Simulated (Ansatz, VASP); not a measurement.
Pt3Pb: VASP beside Ansatz

```
Pb Pt
1.0
     4.10132    0.00000    0.00000
     0.00000    4.10132    0.00000
     0.00000    0.00000    4.10132
Pb Pt
1 3
Cartesian
  0.0000 0.0000 0.0000
  0.0000 2.0507 2.0507
  2.0507 0.0000 2.0507
  2.0507 2.0507 0.0000
```

Alike in both runs: task single point; functional LDA; k mesh 5 × 5 × 5; occupations fermi-dirac, width 0.0894 eV; no spin polarisation.

|  | VASP | Ansatz |
| --- | --- | --- |
| version | VASP 6.6.1 | Ansatz 0.2.0 |
| potentials or method | VASP PAW LDA potentials, release 64 (Pb_d, Pt), cutoff 520 eV | PAW plane waves |
| valence electrons in the cell | 44 | 68 |

Ansatz gave:

```
gap on the k mesh at the Fermi level (eV) : none
pressure (GPa)                            : -9.0
```

**Question.** Estimate VASP's values.

**Answer.** gap on the k mesh at the Fermi level (eV): none; pressure (GPa): -8.4.

LDA's correlation is that of Perdew and Zunger in VASP and of Perdew and Wang (1992) in Ansatz. A gap of «none» marks a metal or a gap that the smearing closes. VASP's potentials hold 44 valence electrons a cell and Ansatz's 68, so a difference there can come from the potentials and not from the codes.

Spin-orbit coupling is off throughout.
